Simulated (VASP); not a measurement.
Write the native input for VASP 6.6.1 that does the following.

```yaml
Task: single point
Functional: PBE
Potentials_or_basis: VASP PAW PBE potentials, release 64 (Na_pv, B)
Cutoff: 520 eV
k_mesh: 9 × 9 × 9
Occupations: fermi-dirac, width 0.15 eV
Spin: no spin polarisation
Dipole_correction: no
Further_INCAR_settings: ALGO = Normal; EDIFF = 1e-06; NBANDS = 12
```

The structure of NaB lies in POSCAR:

```
NaB
1.0
    0.0000000000      2.7191881291      2.7191881291
    2.7191881291      0.0000000000      2.7191881291
    2.7191881291      2.7191881291      0.0000000000
Na B
1 1
Direct
    0.0000000000      0.0000000000      0.0000000000
    0.5000000000      0.5000000000      0.5000000000
```

These files were run (other wordings do the same):

INCAR

```
SYSTEM = NaB
ALGO = Normal
EDIFF = 1E-6
ENCUT = 520
GGA = PE
ISIF = 2
ISMEAR = -1
LASPH = .True.
LCHARG = .False.
LREAL = .False.
LWAVE = .False.
NBANDS = 12
NELM = 80
PREC = Accurate
SIGMA = 0.15
```

KPOINTS

```
k-points
0
Gamma
  9 9 9
  0 0 0
```

Potentials or basis: VASP PAW PBE potentials, release 64 (Na_pv, B).

Run with:

```sh
$ cat potpaw_PBE.64/Na_pv/POTCAR potpaw_PBE.64/B/POTCAR > POTCAR
$ mpirun -np 1 vasp_std > vasp.out
```

Results of the run:

The pressure is -0.7 GPa and the band gap on the k mesh is zero (band 5 reaches 2.89 eV, above the bottom of band 6 at 0.02 eV).

It took 7.9 s on 1 thread of Intel(R) Xeon(R) Platinum 8488C (Sapphire Rapids), on a shared host, peak memory 0.16 GiB.
